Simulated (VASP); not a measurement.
Write the native input for VASP 6.6.1 that does the following.

- Task: single point
- Functional: PBE
- Potentials or basis: VASP PAW PBE potentials, release 64 (Re)
- Cutoff: 520 eV
- k mesh: 18 × 18 × 10
- Occupations: gaussian, width 0.15 eV
- Spin: no spin polarisation
- Dipole correction: no
- Further INCAR settings: ALGO = Normal; EDIFF = 1e-06; NBANDS = 14

The structure of Re lies in POSCAR:

```
Re
1.0
    2.7748241524      0.0000000000      0.0000000000
   -1.3874120762      2.4030682070      0.0000000000
    0.0000000000      0.0000000000      4.4842238099
Re
2
Direct
    0.3333333333      0.6666666667      0.1958100197
    0.6666666667      0.3333333333      0.8041899803
```

This cell differs from its parent crystal: atoms displaced along a vibrational mode.

The input as run:

INCAR

```
SYSTEM = Re
ALGO     = Normal         ! electronic algorithm
EDIFF    = 1E-6           ! SCF threshold, eV
ENCUT    = 520            ! plane-wave cutoff, eV
GGA      = PE             ! functional
ISIF     = 2              ! what is computed and relaxed
ISMEAR   = 0              ! smearing method
LASPH    = .True.         ! aspherical terms in the spheres
LCHARG   = .False.        ! write CHGCAR
LREAL    = .False.        ! projectors in reciprocal space
LWAVE    = .False.        ! write WAVECAR
NBANDS   = 14             ! bands
NELM     = 80             ! most SCF steps
PREC     = Accurate       ! precision mode
SIGMA    = 0.15           ! smearing width, eV
```

KPOINTS

```
k-points
0
Gamma
  18 18 10
  0 0 0
```

Potentials or basis: VASP PAW PBE potentials, release 64 (Re).

Command:

```bash
$ cat potpaw_PBE.64/Re/POTCAR > POTCAR
$ mpirun -np 1 vasp_std > vasp.out
```

It gave:

* Pressure: 41.1 GPa
* Largest force: 7.874 eV/Å
* Band gap on the k mesh: zero (bands 7 and 8 overlap by 2.83 eV)

Caveat: the cell differs from its parent crystal (atoms displaced along a vibrational mode); the stress differs along the axes, from 36 to 52 GPa; spin-orbit coupling is left out, which moves the levels of the heavy elements; forces of over 1 eV/Å act on the atoms, so gaps and moduli don't describe the material at rest.

It took 2.4 min on 1 thread of Oxide Virtual Turin-like Processor, on a shared host, peak memory 0.22 GiB.
